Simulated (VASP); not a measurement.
# NaI in VASP: notebook, part 2 of 2

VASP 6.6.1. Earlier steps stand in the parts before.

### 3 Single point, r2SCAN (uniaxial x strain +1.5%)

Contents of POSCAR:

```
NaI
1.0
    0.0000000000      3.2297205453      3.2297205453
    3.2794582417      0.0000000000      3.2297205453
    3.2794582417      3.2297205453      0.0000000000
Na I
1 1
Direct
    0.0000000000      0.0000000000      0.0000000000
    0.5000000000      0.5000000000      0.5000000000
```

Contents of INCAR.step1:

```
PREC     = Accurate       # precision mode
ENCUT    = 520            # plane-wave cutoff, eV
ISMEAR   = 0              # smearing method
SIGMA    = 0.01           # smearing width, eV
LREAL    = False          # projectors in reciprocal space
LASPH    = True           # aspherical terms in the spheres
NELM     = 60             # most SCF steps
NBANDS   = 14             # bands
GGA      = PE             # functional
ALGO     = Normal         # electronic algorithm
EDIFF    = 1E-4           # SCF threshold, eV
LWAVE    = True           # write WAVECAR
LCHARG   = False          # write CHGCAR
```

Contents of INCAR.step2:

```
PREC     = Accurate       # precision mode
ENCUT    = 520            # plane-wave cutoff, eV
EDIFF    = 1E-7           # SCF threshold, eV
ISMEAR   = 0              # smearing method
SIGMA    = 0.01           # smearing width, eV
LREAL    = False          # projectors in reciprocal space
LASPH    = True           # aspherical terms in the spheres
NELM     = 60             # most SCF steps
ALGO     = Normal         # electronic algorithm
ISIF     = 2              # what is computed and relaxed
LWAVE    = False          # write WAVECAR
LCHARG   = False          # write CHGCAR
METAGGA  = R2SCAN         # meta-GGA
LMIXTAU  = True         
NBANDS   = 14             # bands
ISTART   = 1
```

Contents of KPOINTS:

```
regular mesh
0
Gamma
  8 8 8
```

Potentials or basis: VASP PAW PBE potentials, release 64 (Na_pv, I).

On the command line:

```
cat potpaw_PBE.64/Na_pv/POTCAR potpaw_PBE.64/I/POTCAR > POTCAR
cp INCAR.step1 INCAR
mpirun -np 1 vasp_std > vasp.out
cp INCAR.step2 INCAR
mpirun -np 1 vasp_std > vasp.out
```

OUTCAR:

```text
PREC = Accurate
   ENCUT = 520
   EDIFF = 1E-7
   ISMEAR = 0
   LREAL = False
   LASPH = True
   NELM = 60
   ISIF = 2
   METAGGA = R2SCAN
   ISTART = 1

 ion  position               nearest neighbor table
   1  0.000  0.000  0.000-
   2  0.500  0.500  0.500-

  LATTYP: Found a body centered tetragonal cell.
 ALAT       =     4.5675145978
 C/A-ratio  =     1.4359924512

  Lattice vectors:

 A1 = (   3.2794582417,   0.0000000000,   3.2297205453)
 A2 = (   3.2794582417,   0.0000000000,  -3.2297205453)
 A3 = (  -3.2794582417,   3.2297205453,   0.0000000000)

Analysis of symmetry for initial positions (statically):
=====================================================================
 Subroutine PRICEL returns:
 Original cell was already a primitive cell.

 Routine SETGRP: Setting up the symmetry group for a
 body centered tetragonal supercell.

 Subroutine GETGRP returns: Found 16 space group operations
 (whereof 16 operations were pure point group operations)
 out of a pool of 16 trial point group operations.

[... 167 lines left out ...]
 fundamental gap:      4.4002981904
 Fermi energy:         0.4777875258

 k-point     1 :       0.0000    0.0000    0.0000
  band No.  band energies     occupation
      1     -22.8442      2.00000
      2     -22.8427      2.00000
      3     -22.8425      2.00000
      4     -10.9051      2.00000
      5       0.4111      2.00000
      6       0.4111      2.00000
      7       0.4281      2.00000
      8       4.8284      0.00000
      9       8.8267      0.00000
     10       8.9257      0.00000
     11       8.9257      0.00000
     12      10.6444      0.00000
     13      10.8130      0.00000
     14      11.5234      0.00000
[... 377 lines left out ...]
      1     -22.8459      2.00000
      2     -22.8447      2.00000
      3     -22.8425      2.00000
      4     -10.6791      2.00000
      5      -1.0965      2.00000
      6      -0.0632      2.00000
      7       0.2530      2.00000
      8       6.5625      0.00000
      9       8.3692      0.00000
     10       8.5597      0.00000
     11       9.0499      0.00000
     12      10.2596      0.00000
     13      12.1437      0.00000
     14      12.3959      0.00000

 [... further k-points ...]
[... 5 lines left out ...]
  --------------------------------------------------------------------------------------
  -------------------------------------------------------------------------------------
  Total       -0.2465318     -0.0797107     -0.0797107     -0.0000000      0.0000000      0.0000000
  in kB       -5.7732657     -1.8666600     -1.8666600     -0.0000000      0.0000000      0.0000000
  external PRESSURE =      -3.1688619 kB  Pullay stress =       0.0000000 kB

 VOLUME and BASIS-vectors are now :
 -----------------------------------------------------------------------------
  energy-cutoff  :      520.00
  volume of cell :       68.42
      direct lattice vectors                 reciprocal lattice vectors
     0.000000000  3.229720545  3.229720545    -0.152464207  0.154812156  0.154812156
     3.279458242  0.000000000  3.229720545     0.152464207 -0.154812156  0.154812156
     3.279458242  3.229720545  0.000000000     0.152464207  0.154812156 -0.154812156

 POSITION                                       TOTAL-FORCE (eV/Angst)
 -----------------------------------------------------------------------------------
      0.00000      0.00000      0.00000         0.000000      0.000000      0.000000
      3.27946      3.22972      3.22972         0.000000     -0.000000     -0.000000
 -----------------------------------------------------------------------------------
    total drift:                                0.000000      0.000000      0.000000

  FREE ENERGIE OF THE ION-ELECTRON SYSTEM (eV)
  ---------------------------------------------------
  free  energy   TOTEN  =       -31.0836419637 eV

  energy  without entropy=      -31.0836419637  energy(sigma->0) =      -31.08364196
```

OSZICAR.step1:

```text
N       E                     dE             d eps       ncg     rms          rms(c)
DAV:   1     0.821786126632E+02    0.82179E+02   -0.66030E+03  1658   0.898E+02
DAV:   2     0.113335520057E+01   -0.81045E+02   -0.74882E+02  1802   0.216E+02
DAV:   3    -0.529903715716E+01   -0.64324E+01   -0.63958E+01  2138   0.594E+01
DAV:   4    -0.545126655666E+01   -0.15223E+00   -0.15219E+00  2140   0.958E+00
DAV:   5    -0.545468166078E+01   -0.34151E-02   -0.34150E-02  2204   0.139E+00    0.162E+00
DAV:   6    -0.539239436610E+01    0.62287E-01   -0.72427E-02  2030   0.156E+00    0.109E+00
DAV:   7    -0.538357962949E+01    0.88147E-02   -0.65692E-02  2072   0.131E+00    0.612E-01
DAV:   8    -0.538570030314E+01   -0.21207E-02   -0.54790E-03  1958   0.580E-01    0.179E-01
DAV:   9    -0.538566215852E+01    0.38145E-04   -0.21089E-04  2024   0.125E-01
   1 F= -.53856622E+01 E0= -.53856622E+01  d E =-.144081E-29
```

Run time: 1.9 min. Hardware: 1 thread of Intel Xeon 6975P-C (Granite Rapids), shared host; peak memory 0.24 GiB.

What came out:

- Free energy: -31.0836 eV
- Pressure: -0.3 GPa
- Band gap on the k mesh: 4.40 eV

Stress tensor (GPa, compression positive):
```
-0.58  0.00  0.00
 0.00 -0.19  0.00
 0.00  0.00 -0.19
```

Levels at points of the mesh, in eV from the valence-band top:
```
           k point  band 3  band 4  band 5  band 6  band 7  band 8  band 9  band 10  band 11  band 12
(0.00, 0.00, 0.00)  -23.27  -11.33   -0.02   -0.02    0.00    4.40    8.40     8.50     8.50    10.22
(0.50, 0.00, 0.00)  -23.27  -11.01   -2.16   -0.32   -0.29    5.68    7.99     8.11     9.70    11.02
(0.50, 0.50, 0.00)  -23.27  -10.92   -1.91   -0.80   -0.74    5.20    6.01    10.69    12.07    12.13
(0.00, 0.50, 0.50)  -23.27  -10.94   -1.92   -0.73   -0.73    5.23    6.05    10.58    12.13    12.27
```

Caveat: the cell differs from its parent crystal (uniaxial x strain +1.5%); the PAW data sets were made with another functional, which shifts forces and pressure a little; spin-orbit coupling is left out, which moves the levels of the heavy elements. A k mesh can miss the band edges.

### 4 Single point, r2SCAN (epitaxial 111 strain -2.2%)

Contents of POSCAR:

```
NaI
1.0
    0.0860397553      3.2440605045      3.2440605045
    3.2440605045      0.0860397553      3.2440605045
    3.2440605045      3.2440605045      0.0860397553
Na I
1 1
Direct
    0.0000000000      0.0000000000      0.0000000000
    0.5000000000      0.5000000000      0.5000000000
```

Contents of INCAR.step1:

```
SYSTEM = NaI
PREC = Accurate
ENCUT = 520
ISMEAR = 0
SIGMA = 0.01
LREAL = .FALSE.
LASPH = .TRUE.
NELM = 60
NBANDS = 14
GGA = PE
ALGO = Normal
EDIFF = 1E-4
LWAVE = .TRUE.
LCHARG = .FALSE.
```

Contents of INCAR.step2:

```
SYSTEM = NaI
PREC = Accurate
ENCUT = 520
EDIFF = 1E-7
ISMEAR = 0
SIGMA = 0.01
LREAL = .FALSE.
LASPH = .TRUE.
NELM = 60
ALGO = Normal
ISIF = 2
LWAVE = .FALSE.
LCHARG = .FALSE.
METAGGA = R2SCAN
LMIXTAU = .TRUE.
NBANDS = 14
ISTART = 1
```

Contents of KPOINTS:

```
regular mesh
0
G
  8 8 8
  0 0 0
```

On the command line:

```
cat potpaw_PBE.64/Na_pv/POTCAR potpaw_PBE.64/I/POTCAR > POTCAR
cp INCAR.step1 INCAR
mpirun -np 1 vasp_std > vasp.out
cp INCAR.step2 INCAR
mpirun -np 1 vasp_std > vasp.out
```

It took 1.7 min on 1 thread of Intel Xeon 6975P-C (Granite Rapids), shared host; peak memory 0.24 GiB.

The run converged. Its results:

| Quantity | Value |
| --- | --- |
| Free energy | -31.0802 eV |
| Pressure | 0.5 GPa |
| Band gap on the k mesh | 4.46 eV |

Stress tensor (GPa, compression positive):
```
 0.45 -0.24 -0.24
-0.24  0.45 -0.24
-0.24 -0.24  0.45
```

Levels at points of the mesh, in eV from the valence-band top:
```
           k point  band 5  band 6  band 7  band 8  band 9  band 10
(0.00, 0.00, 0.00)   -0.20    0.00    0.00    4.46    8.11     8.56
(0.50, 0.00, 0.00)   -2.37   -0.47   -0.37    5.59    7.84     8.11
(0.50, 0.50, 0.00)   -2.12   -0.96   -0.78    5.16    5.91    10.83
(0.50, 0.50, 0.50)   -2.41   -0.28   -0.28    5.77    8.23     8.23
```

Caveat: the cell differs from its parent crystal (epitaxial 111 strain -2.2%); the PAW data sets were made with another functional, which shifts forces and pressure a little; spin-orbit coupling is left out, which moves the levels of the heavy elements.

### 5 The runs side by side

| level | cell | smearing | gap on the mesh (eV) | pressure (GPa) |
| --- | --- | --- | --- | --- |
| PBE | a = 4.589 Å, angles 58.2°, 2 atoms | fermi-dirac 0.02 eV | 3.66 | 1.0 |
| r2SCAN | a = 4.568, b = 4.603, c = 4.603 Å, angles 59.5, 60.3, 60.3°, 2 atoms | gaussian 0.01 eV | 4.40 | -0.3 |
| r2SCAN | a = 4.589 Å, angles 58.2°, 2 atoms | gaussian 0.01 eV | 4.46 | 0.5 |

Alike in all rows: task single point; potentials or basis VASP PAW PBE potentials, release 64 (Na_pv, I); no spin polarisation; k mesh 8 × 8 × 8; cutoff (eV) 520.

Caveats: spin-orbit coupling is left out, which moves the levels of the heavy elements; the PAW data sets were made with another functional, which shifts forces and pressure a little (at least some runs).

Total energies depend on the potentials used, so only differences within one code and one set of settings carry meaning.
